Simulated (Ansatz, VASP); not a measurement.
# LiH in VASP and in Ansatz

```xyz
2
Lattice="0.0000 2.0528 2.0325 2.0528 0.0000 2.0325 2.0528 2.0528 0.0000" Properties=species:S:1:pos:R:3 pbc="T T T"
Li    0.0000    0.0000    0.0000
H     2.0528    2.0528    2.0325
```

Change from the starting cell: x and y stretched by +1 %, z held.

Alike in both runs: task single point; functional PBE; k mesh 11 × 11 × 11; occupations fermi-dirac, width 0.03 eV; no spin polarisation.

```csv
,VASP,Ansatz
version,VASP 6.6.1,Ansatz 0.2.0
potentials or method,"VASP PAW PBE potentials, release 64 (Li_sv, H), cutoff 520 eV","all-electron LAPW, scalar-relativistic"
```

|  | VASP | Ansatz | Ansatz less VASP |
| --- | --- | --- | --- |
| gap on the k mesh at the Fermi level (eV) | 3.12 | 3.12 | +0.005 |

Ansatz ran all-electron here, and VASP with PAW potentials.

Noted on VASP's run: the cutoff is short for stress, so the pressure is rough.
